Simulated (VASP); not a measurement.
Here is a VASP 6.6.1 calculation.

POSCAR

```
P
1.0
    0.0000000000      1.8002821719      1.8002821719
    1.8002821719      0.0000000000      1.8002821719
    1.8002821719      1.8002821719      0.0000000000
P
1
Direct
    0.0000000000      0.0000000000      0.0000000000
```

Contents of INCAR.step1:

```
PREC = Accurate ; ENCUT = 550
ISMEAR = 0 ; SIGMA = 0.05
LREAL = False ; LASPH = True
NELM = 120 ; NBANDS = 8
GGA = PE ; ALGO = Normal
EDIFF = 1E-5 ; LWAVE = True
LCHARG = False ; GGA_COMPAT = False
```

File INCAR.step2:

```
PREC = Accurate ; ENCUT = 550
EDIFF = 1E-6 ; ISMEAR = 0
SIGMA = 0.05 ; LREAL = False
LASPH = True ; NELM = 120
ALGO = Normal ; ISIF = 2
LWAVE = False ; LCHARG = False
METAGGA = R2SCAN ; LMIXTAU = True
NBANDS = 8 ; ISTART = 1
GGA_COMPAT = False
```

The input KPOINTS:

```
regular mesh
0
Gamma
  19 19 19
```

Potentials or basis: VASP PAW PBE potentials, release 64 (P).

The run is started by

```console
$ cat potpaw_PBE.64/P/POTCAR > POTCAR
$ cp INCAR.step1 INCAR
$ mpirun -np 1 vasp_std > vasp.out
$ cp INCAR.step2 INCAR
$ mpirun -np 1 vasp_std > vasp.out
```

Q: Estimate the pressure.

A: 29.6 GPa.

Q: Predict the band gap on the k mesh.

A: Zero (an odd number of electrons rules out a gap without spin polarisation).

Caveat: the cell stands under pressure; the PAW data sets were made with another functional, which shifts forces and pressure a little.
